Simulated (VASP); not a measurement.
# MgS (I4/mmm) in VASP: notebook

Runs on MgS. Level: PBEsol. Tasks: single point.

Program: VASP 6.6.1. These are calculated values, not measurements. Logs are shortened: lines on timing, memory, paths and dates and some standing lists are left out, and cuts for length are marked.

## Step 1: The cell of the first run

It takes space group I4/mmm (No. 139, tetragonal). The conventional cell has a = 3.682 Å, b = 3.682 Å, c = 5.167 Å, α = 90.00°, β = 90.00°, γ = 90.00°. Within 3.4 Å of Mg (site symmetry 4/mmm) lie 6 S at 2.58 to 2.60 Å. Within 3.4 Å of S (site symmetry 4/mmm) lie 6 Mg at 2.58 to 2.60 Å.

## Step 2: Single point, PBEsol (film at in-plane strain +0.005)

File INCAR:

```
SYSTEM = MgS
ALGO = Normal
EDIFF = 1E-6
ENCUT = 520
GGA = PS
ISIF = 2
ISMEAR = 0
LASPH = .True.
LCHARG = .True.
LELF = .True.
LREAL = .False.
LVHAR = .True.
LWAVE = .False.
NBANDS = 11
NELM = 80
PREC = Accurate
SIGMA = 0.01
```

File KPOINTS:

```
k-points
0
Gamma
  8 8 8
  0 0 0
```

File POSCAR:

```
MgS
1.0
    2.6039158259      2.6039158259      0.0000000000
   -2.6039158259      2.6039158259      0.0000000000
    0.0000000000      2.6039158259      2.5837073238
Mg S
1 1
Direct
    0.0000000000      0.0000000000      0.0000000000
    0.5000000000      0.5000000000      0.0000000000
```

Potentials or basis: VASP PAW PBE potentials, release 64 (Mg, S).

Run with:

```sh
$ cat potpaw_PBE.64/Mg/POTCAR potpaw_PBE.64/S/POTCAR > POTCAR
$ mpirun -np 1 vasp_std > vasp.out
```

OUTCAR:

```text
SYSTEM = MgS
   EDIFF = 1E-6
   ENCUT = 520
   GGA = PS
   ISIF = 2
   ISMEAR = 0
   LASPH = .True.
   LREAL = .False.
   NELM = 80
   PREC = Accurate

 ion  position               nearest neighbor table
   1  0.000  0.000  0.000-   2 2.58   2 2.58   2 2.60   2 2.60   2 2.60   2 2.60
   2  0.500  0.500  0.000-   1 2.58   1 2.58   1 2.60   1 2.60   1 2.60   1 2.60

  LATTYP: Found a body centered tetragonal cell.
 ALAT       =     3.6824930763
 C/A-ratio  =     1.4032381163

  Lattice vectors:

 A1 = (   2.6039158259,   0.0000000000,  -2.5837073238)
 A2 = (  -2.6039158259,   0.0000000000,  -2.5837073238)
 A3 = (   0.0000000000,   2.6039158259,   2.5837073238)

Analysis of symmetry for initial positions (statically):
=====================================================================
 Subroutine PRICEL returns:
 Original cell was already a primitive cell.

 Routine SETGRP: Setting up the symmetry group for a
 body centered tetragonal supercell.

 Subroutine GETGRP returns: Found 16 space group operations
 (whereof 16 operations were pure point group operations)
 out of a pool of 16 trial point group operations.

The static configuration has the point symmetry D_4h.

Analysis of symmetry for dynamics (positions and initial velocities):
=====================================================================
 Subroutine PRICEL returns:
 Original cell was already a primitive cell.

 Routine SETGRP: Setting up the symmetry group for a
 body centered tetragonal supercell.

 Subroutine GETGRP returns: Found 16 space group operations
 (whereof 16 operations were pure point group operations)
 out of a pool of 16 trial point group operations.

The dynamic configuration has the point symmetry D_4h.

 Subroutine INISYM returns: Found 16 space group operations
 (whereof 16 operations are pure point group operations),
 and found     1 'primitive' translations

----------------------------------------------------------------------------------------

                                     Primitive cell

  volume of cell :      35.0370

  direct lattice vectors                    reciprocal lattice vectors
     2.603915826  2.603915826  0.000000000     0.192018496  0.192018496 -0.193520371
    -2.603915826  2.603915826  0.000000000    -0.192018496  0.192018496 -0.193520371
     0.000000000  2.603915826  2.583707324     0.000000000  0.000000000  0.387040742

  length of vectors
     3.682493076  3.682493076  3.668231340     0.333455154  0.333455154  0.387040742

  position of ions in fractional coordinates (direct lattice)
     0.000000000  0.000000000  0.000000000
     0.500000000  0.500000000  0.000000000

  ion indices of the primitive-cell ions
   primitive index   ion index
                 1           1
                 2           2

----------------------------------------------------------------------------------------

 KPOINTS: k-points

Automatic generation of k-mesh.
 Grid dimensions read from file:
 generate k-points for:    8    8    8

 Generating k-lattice:

  Cartesian coordinates                     Fractional coordinates (reciprocal lattice)
     0.024002312  0.024002312 -0.024190046     0.125000000  0.000000000  0.000000000
    -0.024002312  0.024002312 -0.024190046     0.000000000  0.125000000  0.000000000
     0.000000000  0.000000000  0.048380093     0.000000000  0.000000000  0.125000000

  Length of vectors
     0.041681894  0.041681894  0.048380093

  Shift w.r.t. Gamma in fractional coordinates (k-lattice)
     0.000000000  0.000000000  0.000000000

 Subroutine IBZKPT returns following result:
 ===========================================

 Found     59 irreducible k-points:

 Following reciprocal coordinates:
            Coordinates               Weight
  0.000000  0.000000  0.000000      1.000000
  0.125000  0.000000 -0.000000      8.000000
  0.250000  0.000000 -0.000000      8.000000
  0.375000  0.000000  0.000000      8.000000
  0.500000  0.000000 -0.000000      4.000000
  0.125000  0.125000 -0.000000      8.000000
[... 16 lines left out ...]
  0.250000  0.000000  0.125000      4.000000
  0.375000  0.000000  0.125000      8.000000
 [... further k-points ...]
   k-points           NKPTS =     59   k-points in BZ     NKDIM =     59   number of bands    NBANDS=     11
   number of dos      NEDOS =    301   number of ions     NIONS =      2
   total plane-waves  NPLWV =  21952
   dimension x,y,z NGX =    28 NGY =   28 NGZ =   28
   dimension x,y,z NGXF=    56 NGYF=   56 NGZF=   56
   ions per type =               1   1
   NGX,Y,Z   is equivalent  to a cutoff of  12.64, 12.64, 12.69 a.u.
   NGXF,Y,Z  is equivalent  to a cutoff of  25.28, 25.28, 25.38 a.u.
 SYSTEM =  MgS
   PREC   = accura    normal or accurate (medium, high low for compatibility)
   ISTART =      0    job   : 0-new  1-cont  2-samecut
   ICHARG =      2    charge: 1-file 2-atom 10-const
   ISPIN  =      1    spin polarized calculation?
   LNONCOLLINEAR =      F non collinear calculations
   LSORBIT =      F    spin-orbit coupling
   LASPH  =      T    aspherical Exc in radial PAW
   ENCUT  =  520.0 eV  38.22 Ry    6.18 a.u.   6.85  6.85  6.82*2*pi/ulx,y,z
   NELM   =     80;   NELMIN=  2; NELMDL= -5     # of ELM steps
   EDIFF  = 0.1E-05   stopping-criterion for ELM
   LREAL  =      F    real-space projection
   EDIFFG = 0.1E-04   stopping-criterion for IOM
   NSW    =      0    number of steps for IOM
   IBRION =     -1    ionic relax: 0-MD 1-quasi-New 2-CG
   NFREE  =      0    steps in history (QN), initial steepest desc. (CG)
   ISIF   =      2    stress and relaxation
   ISYM   =      2    0-nonsym 1-usesym 2-fastsym
   POTIM  = 0.5000    time-step for ionic-motion
   TEBEG  =    0.0;   TEEND  =   0.0 temperature during run
   PSTRESS=    0.0 pullay stress
   NELECT =       8.0000    total number of electrons
   NUPDOWN=      -1.0000    fix difference up-down
   EMIN   =  10.00;   EMAX   =-10.00  energy-range for DOS
   EFERMI =   0.00;   METHOD = LEGACY
   ISMEAR =     0;   SIGMA  =   0.01  broadening in eV -4-tet -1-fermi 0-gaus
   EFERMI_NEDOS =   21; number of points for ismear=-14 and -15
   IALGO  =     38    algorithm
   IMIX   =      4    mixing-type and parameters
     AMIX     =   0.40;   BMIX     =  1.00
     AMIX_MAG =   1.60;   BMIX_MAG =  1.00
  volume/ion in A,a.u.               =      17.52       118.22
  Fermi-wavevector in a.u.,A,eV,Ry     =   1.000604  1.890868 13.622279  1.001209
  Thomas-Fermi vector in A             =   2.132972
   LORBIT       =      0    0 simple, 1 ext, 2 COOP (PROOUT), +10 PAW based schemes
   GGA     = PS    functional components
   LHFCALC =     F    Hartree Fock is set to
   AEXX    =    0.0000 exact exchange contribution
   IVDW    =     0    specifies the selected vdW correction
   LEPSILON=     F    determine dielectric tensor
   LRPA    =     F    only Hartree local field effects (RPA)
 non-spin polarized calculation
 Gauss-broadening in eV      SIGMA  =   0.01
  energy-cutoff  :      520.00
  volume of cell :       35.04
 maximum number of plane-waves:       953
   NGX = 13   NGY = 13   NGZ = 13

 number of electron       8.0000000 magnetization

 Free energy of the ion-electron system (eV)
  ---------------------------------------------------
  ext. energy  EPLUGINS =         0.00000000
  ---------------------------------------------------
  free energy    TOTEN  =        -9.07389782 eV

  energy without entropy =       -9.07389782  energy(sigma->0) =       -9.07389782

 E-fermi :   3.8046     XC(G=0):  -9.8579

 val. band max:        3.7330229637   @ k =   0.0000   0.0000   0.0000
 cond. band min:       6.4099566627   @ k =   0.0000   0.0000   0.5000
 fundamental gap:      2.6769336991
 Fermi energy:         3.8045503884

 k-point     1 :       0.0000    0.0000    0.0000
  band No.  band energies     occupation
      1      -8.9915      2.00000
      2       3.6985      2.00000
      3       3.7330      2.00000
      4       3.7330      2.00000
      5       7.3552      0.00000
      6      11.5460      0.00000
      7      11.5460      0.00000
      8      11.6268      0.00000
      9      13.9842      0.00000
     10      14.0929      0.00000
     11      16.0308      0.00000

 k-point     2 :       0.1250    0.0000   -0.0000
  band No.  band energies     occupation
      1      -8.8375      2.00000
      2       2.6481      2.00000
      3       3.6104      2.00000
      4       3.6247      2.00000
      5       8.1639      0.00000
      6      11.2471      0.00000
      7      11.7959      0.00000
      8      11.8588      0.00000
      9      13.3486      0.00000
     10      13.4290      0.00000
     11      16.3236      0.00000

 k-point     3 :       0.2500    0.0000   -0.0000
  band No.  band energies     occupation
      1      -8.4200      2.00000
      2       0.8592      2.00000
      3       3.3897      2.00000
      4       3.3924      2.00000
      5       8.5700      0.00000
      6      11.4197      0.00000
      7      11.5133      0.00000
      8      11.9630      0.00000
      9      13.9434      0.00000
     10      13.9522      0.00000
     11      15.5186      0.00000

 k-point     4 :       0.3750    0.0000    0.0000
  band No.  band energies     occupation
      1      -7.9080      2.00000
      2      -0.6098      2.00000
      3       3.1837      2.00000
      4       3.2008      2.00000
      5       8.2735      0.00000
      6      10.7575      0.00000
      7      10.8466      0.00000
      8      13.4884      0.00000
      9      15.1704      0.00000
     10      15.9098      0.00000
     11      15.9363      0.00000
[... 239 lines left out ...]
 k-point    22 :       0.0000    0.0000    0.1250
  band No.  band energies     occupation
      1      -8.7843      2.00000
      2       2.6693      2.00000
      3       3.3910      2.00000
      4       3.3910      2.00000
      5       8.5183      0.00000
      6      10.6134      0.00000
      7      12.2313      0.00000
      8      12.2313      0.00000
      9      12.2630      0.00000
     10      14.2545      0.00000
     11      17.3296      0.00000

 k-point    23 :       0.2500    0.0000    0.1250
  band No.  band energies     occupation
      1      -8.5978      2.00000
      2       1.7619      2.00000
      3       2.9667      2.00000
      4       3.6147      2.00000
      5       9.0342      0.00000
      6      10.8260      0.00000
      7      11.7912      0.00000
      8      12.1123      0.00000
      9      12.2009      0.00000
     10      14.4726      0.00000
     11      17.3921      0.00000

 k-point    24 :       0.3750    0.0000    0.1250
  band No.  band energies     occupation
      1      -8.1429      2.00000
      2       0.3611      2.00000
      3       2.4770      2.00000
      4       3.3751      2.00000
      5       9.2858      0.00000
      6      10.8130      0.00000
      7      11.2853      0.00000
      8      11.8010      0.00000
      9      13.5290      0.00000
     10      16.4361      0.00000
     11      16.7010      0.00000

 [... further k-points ...]
[... 5 lines left out ...]
  --------------------------------------------------------------------------------------
  -------------------------------------------------------------------------------------
  Total       -0.2229992     -0.2229992     -0.0385433      0.0000000      0.0000000     -0.0000000
  in kB      -10.1973349    -10.1973349     -1.7625146      0.0000000      0.0000000     -0.0000000
  external PRESSURE =      -7.3857281 kB  Pullay stress =       0.0000000 kB

 VOLUME and BASIS-vectors are now :
 -----------------------------------------------------------------------------
  energy-cutoff  :      520.00
  volume of cell :       35.04
      direct lattice vectors                 reciprocal lattice vectors
     2.603915826  2.603915826  0.000000000     0.192018496  0.192018496 -0.193520371
    -2.603915826  2.603915826  0.000000000    -0.192018496  0.192018496 -0.193520371
     0.000000000  2.603915826  2.583707324     0.000000000  0.000000000  0.387040742

 POSITION                                       TOTAL-FORCE (eV/Angst)
 -----------------------------------------------------------------------------------
      0.00000      0.00000      0.00000        -0.000000      0.000000      0.000000
      0.00000      2.60392      0.00000         0.000000     -0.000000      0.000000
 -----------------------------------------------------------------------------------
    total drift:                               -0.000000      0.000000     -0.000000

  FREE ENERGIE OF THE ION-ELECTRON SYSTEM (eV)
  ---------------------------------------------------
  free  energy   TOTEN  =        -9.0738978183 eV

  energy  without entropy=       -9.0738978183  energy(sigma->0) =       -9.07389782
```

Wall time 13 s (1 thread of Intel Xeon 6975P-C (Granite Rapids), shared host); peak memory 0.16 GiB.

What came out:

```
Free energy            : -9.0739 eV
Pressure               : -0.7 GPa
Band gap on the k mesh : 2.68 eV, indirect (least direct gap 3.62 eV)
```

Levels at points of the mesh, in eV from the valence-band top:
| k point | band 1 | band 2 | band 3 | band 4 | band 5 | band 6 | band 7 | band 8 | band 9 |
| --- | --- | --- | --- | --- | --- | --- | --- | --- | --- |
| (0.00, 0.00, 0.00) | -12.72 | -0.03 | 0.00 | 0.00 | 3.62 | 7.81 | 7.81 | 7.89 | 10.25 |
| (0.50, 0.00, 0.00) | -11.39 | -4.93 | -0.63 | -0.61 | 4.40 | 6.78 | 6.87 | 10.11 | 11.99 |
| (0.50, 0.50, 0.00) | -11.01 | -4.30 | -1.75 | -1.69 | 2.72 | 4.23 | 11.88 | 12.82 | 13.21 |
| (0.00, 0.00, 0.50) | -10.98 | -4.29 | -1.75 | -1.75 | 2.68 | 4.20 | 11.96 | 12.84 | 13.27 |

Caveat: the cell differs from its parent crystal (film at in-plane strain +0.005); the PAW data sets were made with another functional, which shifts forces and pressure a little.

(Continued in part 2 of 2.)
